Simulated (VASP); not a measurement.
# Ta2N (P-3m1) in VASP: notebook

Ta2N is run at these levels: PBEsol; tasks: single point.

All numbers are computed with VASP 6.6.1; they aren't measurements. Logs are shortened: lines on timing, memory, paths and dates and some standing lists are left out, and cuts for length are marked.

### 1 The cell of the first run

The structure is trigonal, space group P-3m1 (No. 164). Conventional cell: a = 3.024 Å, b = 3.024 Å, c = 4.598 Å, α = 90.00°, β = 90.00°, γ = 120.00°. Ta (site symmetry 3m) has 3 N at 2.10 Å and 12 Ta at 2.86 to 3.02 Å within 3.1 Å. N (site symmetry -3m) has 6 Ta at 2.10 Å within 2.8 Å.

### 2 Single point, PBEsol (12.14 Å³/atom)

The input, INCAR:

```
SYSTEM = Ta2N
ALGO     = Normal         ! electronic algorithm
EDIFF    = 1E-6           ! SCF threshold, eV
ENCUT    = 520            ! plane-wave cutoff, eV
GGA      = PS             ! functional
ISIF     = 2              ! what is computed and relaxed
ISMEAR   = 0              ! smearing method
LASPH    = .True.         ! aspherical terms in the spheres
LCHARG   = .True.         ! write CHGCAR
LELF     = .True.         ! ELF
LREAL    = .False.        ! projectors in reciprocal space
LVHAR    = .True.       
LWAVE    = .False.        ! write WAVECAR
NBANDS   = 20             ! bands
NELM     = 80             ! most SCF steps
PREC     = Accurate       ! precision mode
SIGMA    = 0.15           ! smearing width, eV
```

The input, KPOINTS:

```
k-points
0
Gamma
  18 18 10
  0 0 0
```

The input, POSCAR:

```
Ta2N
1.0
    3.0241136458      0.0000000000      0.0000000000
   -1.5120568229      2.6189592412      0.0000000000
    0.0000000000      0.0000000000      4.5984672099
Ta N
2 1
Direct
    0.6666666667      0.3333333333      0.7463700642
    0.3333333333      0.6666666667      0.2536299358
    0.0000000000      0.0000000000      0.0000000000
```

Potentials or basis: VASP PAW PBE potentials, release 64 (Ta_pv, N).

Started as:

```sh
cat potpaw_PBE.64/Ta_pv/POTCAR potpaw_PBE.64/N/POTCAR > POTCAR
mpirun -np 1 vasp_std > vasp.out
```

OUTCAR:

```text
SYSTEM = Ta2N
   EDIFF = 1E-6
   ENCUT = 520
   GGA = PS
   ISIF = 2
   ISMEAR = 0
   LASPH = .True.
   LREAL = .False.
   NELM = 80
   PREC = Accurate

 ion  position               nearest neighbor table
   1  0.667  0.333  0.746-   3 2.10   3 2.10   3 2.10   2 2.86   2 2.86   2 2.86   2 2.91   2 2.91
                             2 2.91
   2  0.333  0.667  0.254-   3 2.10   3 2.10   3 2.10   1 2.86   1 2.86   1 2.86   1 2.91   1 2.91
                             1 2.91
   3  0.000  0.000  0.000-   1 2.10   2 2.10   1 2.10   2 2.10   1 2.10   2 2.10

  LATTYP: Found a hexagonal cell.
 ALAT       =     3.0241136458
 C/A-ratio  =     1.5206000000

  Lattice vectors:

 A1 = (   3.0241136458,   0.0000000000,   0.0000000000)
 A2 = (  -1.5120568229,   2.6189592412,   0.0000000000)
 A3 = (   0.0000000000,   0.0000000000,   4.5984672099)

Analysis of symmetry for initial positions (statically):
=====================================================================
 Subroutine PRICEL returns:
 Original cell was already a primitive cell.

 Routine SETGRP: Setting up the symmetry group for a
 hexagonal supercell.

 Subroutine GETGRP returns: Found 12 space group operations
 (whereof 12 operations were pure point group operations)
 out of a pool of 24 trial point group operations.

The static configuration has the point symmetry D_3d.

Analysis of symmetry for dynamics (positions and initial velocities):
=====================================================================
 Subroutine PRICEL returns:
 Original cell was already a primitive cell.

 Routine SETGRP: Setting up the symmetry group for a
 hexagonal supercell.

 Subroutine GETGRP returns: Found 12 space group operations
 (whereof 12 operations were pure point group operations)
 out of a pool of 24 trial point group operations.

The dynamic configuration has the point symmetry D_3d.

 Subroutine INISYM returns: Found 12 space group operations
 (whereof 12 operations are pure point group operations),
 and found     1 'primitive' translations

----------------------------------------------------------------------------------------

                                     Primitive cell

  volume of cell :      36.4200

  direct lattice vectors                    reciprocal lattice vectors
     3.024113646  0.000000000  0.000000000     0.330675403  0.190915533  0.000000000
    -1.512056823  2.618959241  0.000000000     0.000000000  0.381831066  0.000000000
     0.000000000  0.000000000  4.598467210     0.000000000  0.000000000  0.217463767

  length of vectors
     3.024113646  3.024113646  4.598467210     0.381831066  0.381831066  0.217463767

  position of ions in fractional coordinates (direct lattice)
     0.666666667  0.333333333  0.746370064
     0.333333333  0.666666667  0.253629936
     0.000000000  0.000000000  0.000000000

  ion indices of the primitive-cell ions
   primitive index   ion index
                 1           1
                 2           2
                 3           3

----------------------------------------------------------------------------------------

 KPOINTS: k-points

Automatic generation of k-mesh.
 Grid dimensions read from file:
 generate k-points for:   18   18   10

 Generating k-lattice:

  Cartesian coordinates                     Fractional coordinates (reciprocal lattice)
     0.018370856  0.010606419  0.000000000     0.055555556  0.000000000  0.000000000
     0.000000000  0.021212837  0.000000000     0.000000000  0.055555556  0.000000000
     0.000000000  0.000000000  0.021746377     0.000000000  0.000000000  0.100000000

  Length of vectors
     0.021212837  0.021212837  0.021746377

  Shift w.r.t. Gamma in fractional coordinates (k-lattice)
     0.000000000  0.000000000  0.000000000

 Subroutine IBZKPT returns following result:
 ===========================================

 Found    330 irreducible k-points:

 Following reciprocal coordinates:
            Coordinates               Weight
  0.000000  0.000000  0.000000      1.000000
  0.055556  0.000000  0.000000      6.000000
  0.111111  0.000000  0.000000      6.000000
  0.166667  0.000000  0.000000      6.000000
  0.222222  0.000000  0.000000      6.000000
  0.277778  0.000000  0.000000      6.000000
[... 16 lines left out ...]
  0.333333  0.111111  0.000000     12.000000
  0.388889  0.111111  0.000000     12.000000
 [... further k-points ...]
   k-points           NKPTS =    330   k-points in BZ     NKDIM =    330   number of bands    NBANDS=     20
   number of dos      NEDOS =    301   number of ions     NIONS =      3
   total plane-waves  NPLWV =  20736
   dimension x,y,z NGX =    24 NGY =   24 NGZ =   36
   dimension x,y,z NGXF=    48 NGYF=   48 NGZF=   72
   ions per type =               2   1
   NGX,Y,Z   is equivalent  to a cutoff of  13.19, 13.19, 13.01 a.u.
   NGXF,Y,Z  is equivalent  to a cutoff of  26.39, 26.39, 26.03 a.u.
 SYSTEM =  Ta2N
   PREC   = accura    normal or accurate (medium, high low for compatibility)
   ISTART =      0    job   : 0-new  1-cont  2-samecut
   ICHARG =      2    charge: 1-file 2-atom 10-const
   ISPIN  =      1    spin polarized calculation?
   LNONCOLLINEAR =      F non collinear calculations
   LSORBIT =      F    spin-orbit coupling
   LASPH  =      T    aspherical Exc in radial PAW
   ENCUT  =  520.0 eV  38.22 Ry    6.18 a.u.   5.62  5.62  8.55*2*pi/ulx,y,z
   NELM   =     80;   NELMIN=  2; NELMDL= -5     # of ELM steps
   EDIFF  = 0.1E-05   stopping-criterion for ELM
   LREAL  =      F    real-space projection
[... 7 lines left out ...]
   TEBEG  =    0.0;   TEEND  =   0.0 temperature during run
   PSTRESS=    0.0 pullay stress
   NELECT =      27.0000    total number of electrons
   NUPDOWN=      -1.0000    fix difference up-down
   EMIN   =  10.00;   EMAX   =-10.00  energy-range for DOS
   EFERMI =   0.00;   METHOD = LEGACY
   ISMEAR =     0;   SIGMA  =   0.15  broadening in eV -4-tet -1-fermi 0-gaus
   EFERMI_NEDOS =   21; number of points for ismear=-14 and -15
   IALGO  =     38    algorithm
   IMIX   =      4    mixing-type and parameters
     AMIX     =   0.40;   BMIX     =  1.00
     AMIX_MAG =   1.60;   BMIX_MAG =  1.00
  volume/ion in A,a.u.               =      12.14        81.92
  Fermi-wavevector in a.u.,A,eV,Ry     =   1.481663  2.799937 29.869214  2.195325
  Thomas-Fermi vector in A             =   2.595545
   LORBIT       =      0    0 simple, 1 ext, 2 COOP (PROOUT), +10 PAW based schemes
   GGA     = PS    functional components
   LHFCALC =     F    Hartree Fock is set to
   AEXX    =    0.0000 exact exchange contribution
   IVDW    =     0    specifies the selected vdW correction
   LEPSILON=     F    determine dielectric tensor
   LRPA    =     F    only Hartree local field effects (RPA)
 non-spin polarized calculation
 Gauss-broadening in eV      SIGMA  =   0.15
  energy-cutoff  :      520.00
  volume of cell :       36.42
 maximum number of plane-waves:      1007
 NGX is ok and might be reduce to    24
   NGX = 11   NGY = 11   NGZ = 17

 number of electron      27.0000001 magnetization

 Free energy of the ion-electron system (eV)
  ---------------------------------------------------
  ext. energy  EPLUGINS =         0.00000000
  ---------------------------------------------------
  free energy    TOTEN  =       -36.18538048 eV

  energy without entropy =      -36.17381365  energy(sigma->0) =      -36.17959706

 E-fermi :   8.3754     XC(G=0): -13.5891

 val. band max:        8.3707440883   @ k =   0.1111   0.0000   0.1000
 cond. band min:       8.3766862584   @ k =   0.2778   0.0556   0.5000
 fundamental gap:      0.0059421701
 Fermi energy:         8.3754287057

 k-point     1 :       0.0000    0.0000    0.0000
  band No.  band energies     occupation
      1     -27.3122      2.00000
      2     -26.2263      2.00000
      3     -26.2263      2.00000
      4     -26.0198      2.00000
      5     -26.0198      2.00000
      6     -25.8042      2.00000
[... 12 lines left out ...]
     19       9.7702      0.00000
     20      14.2452      0.00000

 k-point     2 :       0.0556    0.0000    0.0000
  band No.  band energies     occupation
      1     -27.2986      2.00000
      2     -26.2529      2.00000
      3     -26.2368      2.00000
      4     -26.0468      2.00000
      5     -26.0207      2.00000
      6     -25.8104      2.00000
[... 12 lines left out ...]
     19      10.0304      0.00000
     20      14.3259      0.00000

 k-point     3 :       0.1111    0.0000    0.0000
  band No.  band energies     occupation
      1     -27.2586      2.00000
      2     -26.3297      2.00000
      3     -26.2659      2.00000
      4     -26.1224      2.00000
      5     -26.0243      2.00000
      6     -25.8290      2.00000
[... 12 lines left out ...]
     19      10.7852      0.00000
     20      14.3892      0.00000

 k-point     4 :       0.1667    0.0000    0.0000
  band No.  band energies     occupation
      1     -27.1947      2.00000
      2     -26.4480      2.00000
      3     -26.3080      2.00000
      4     -26.2331      2.00000
      5     -26.0321      2.00000
      6     -25.8605      2.00000
[... 12 lines left out ...]
     19      11.8768      0.00000
     20      14.2388      0.00000

 k-point     5 :       0.2222    0.0000    0.0000
  band No.  band energies     occupation
      1     -27.1116      2.00000
      2     -26.5930      2.00000
      3     -26.3614      2.00000
      4     -26.3567      2.00000
      5     -26.0442      2.00000
      6     -25.9050      2.00000
[... 12 lines left out ...]
     19      12.9252      0.00000
     20      14.0199      0.00000
[... 353 lines left out ...]
      6     -25.9804      2.00000
[... 12 lines left out ...]
     19      13.7615      0.00000
     20      14.3067      0.00000

 k-point    22 :       0.2778    0.1111    0.0000
  band No.  band energies     occupation
      1     -26.9389      2.00000
      2     -26.8190      2.00000
      3     -26.6624      2.00000
      4     -26.4351      2.00000
      5     -26.1367      2.00000
      6     -26.0473      2.00000
[... 12 lines left out ...]
     19      13.8765      0.00000
     20      14.4727      0.00000

 k-point    23 :       0.3333    0.1111    0.0000
  band No.  band energies     occupation
      1     -27.0148      2.00000
      2     -26.7592      2.00000
      3     -26.7026      2.00000
      4     -26.5014      2.00000
      5     -26.1550      2.00000
      6     -26.1184      2.00000
[... 12 lines left out ...]
     19      13.9655      0.00000
     20      14.1276      0.00000

 k-point    24 :       0.3889    0.1111    0.0000
  band No.  band energies     occupation
      1     -27.0809      2.00000
      2     -26.7508      2.00000
      3     -26.6624      2.00000
      4     -26.5455      2.00000
      5     -26.1846      2.00000
      6     -26.1637      2.00000
[... 12 lines left out ...]
     19      13.7876      0.00000
     20      14.0716      0.00000

 [... further k-points ...]

------------------------ aborting loop because EDIFF is reached ----------------------------------------

  FORCE on cell =-STRESS in cart. coord.  units (eV):
  Direction    XX          YY          ZZ          XY          YZ          ZX
  --------------------------------------------------------------------------------------
  -------------------------------------------------------------------------------------
  Total        6.4722071      6.4722071      8.3899731      0.0000000      0.0000000     -0.0000000
  in kB      284.7233262    284.7233262    369.0890921      0.0000000      0.0000000     -0.0000000
  external PRESSURE =     312.8452482 kB  Pullay stress =       0.0000000 kB

 VOLUME and BASIS-vectors are now :
 -----------------------------------------------------------------------------
  energy-cutoff  :      520.00
  volume of cell :       36.42
      direct lattice vectors                 reciprocal lattice vectors
     3.024113646  0.000000000  0.000000000     0.330675403  0.190915533  0.000000000
    -1.512056823  2.618959241  0.000000000     0.000000000  0.381831066  0.000000000
     0.000000000  0.000000000  4.598467210     0.000000000  0.000000000  0.217463767

 POSITION                                       TOTAL-FORCE (eV/Angst)
 -----------------------------------------------------------------------------------
      1.51206      0.87299      3.43216         0.000000      0.000000     -0.443266
     -0.00000      1.74597      1.16631         0.000000      0.000000      0.443266
      0.00000      0.00000      0.00000        -0.000000      0.000000      0.000000
 -----------------------------------------------------------------------------------
    total drift:                                0.000000     -0.000000      0.000000

  FREE ENERGIE OF THE ION-ELECTRON SYSTEM (eV)
  ---------------------------------------------------
  free  energy   TOTEN  =       -36.1853804766 eV

  energy  without entropy=      -36.1738136471  energy(sigma->0) =      -36.17959706
```

Wall time 4.6 min (1 thread of Intel Xeon 8259CL, shared host); peak memory 0.33 GiB.

What came out:

- Free energy: -36.1854 eV
- Pressure: 31.3 GPa
- Largest force: 0.443 eV/Å
- Band gap on the k mesh: zero (an odd number of electrons rules out a gap without spin polarisation)

Forces on the atoms (eV/Å):
```
Ta   0.000  0.000 -0.443
Ta   0.000  0.000  0.443
N    0.000  0.000  0.000
```

Caveat: the cell stands under pressure; the PAW data sets were made with another functional, which shifts forces and pressure a little; spin-orbit coupling is left out, which moves the levels of the heavy elements.

[end of part 1 of 2]
